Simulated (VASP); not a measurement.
## Si: single point with r2SCAN

Si:

```
CELL_PARAMETERS angstrom
0.00000 1.84842 1.84842
1.84842 0.00000 1.84842
1.84842 1.84842 0.00000
ATOMIC_POSITIONS crystal
Si 0.00000 0.00000 0.00000
```

This cell differs from its parent crystal: volume scaled by 0.92.

* Program: VASP 6.6.1
* Task: single point
* Functional: r2SCAN
* Potentials or basis: VASP PAW PBE potentials, release 64 (Si)
* Cutoff: 520 eV
* k mesh: 16 × 16 × 16
* Occupations: fermi-dirac, width 0.1 eV
* Spin: no spin polarisation

| Property | Result |
| --- | --- |
| Pressure | 9.3 GPa |
| Band gap on the k mesh | zero (band 2 reaches 25.31 eV, above the bottom of band 3 at 8.68 eV) |

Levels at points of the mesh, in eV from the Fermi level:
```csv
k point,band 1,band 2,band 3,band 4,band 5,band 6
"(0.00, 0.00, 0.00)",-16.81,13.14,13.14,13.14,13.80,13.80
"(0.50, 0.00, 0.00)",-8.51,-8.49,10.58,10.58,11.82,11.82
"(0.50, 0.50, 0.00)",-6.57,-4.86,3.81,3.81,4.22,8.37
```

It took 22 s on 1 thread of Intel(R) Xeon(R) 6975P-C (Granite Rapids) (shared host), peak memory 0.12 GiB.

Caveat: the PAW data sets were made with another functional, which shifts forces and pressure a little.
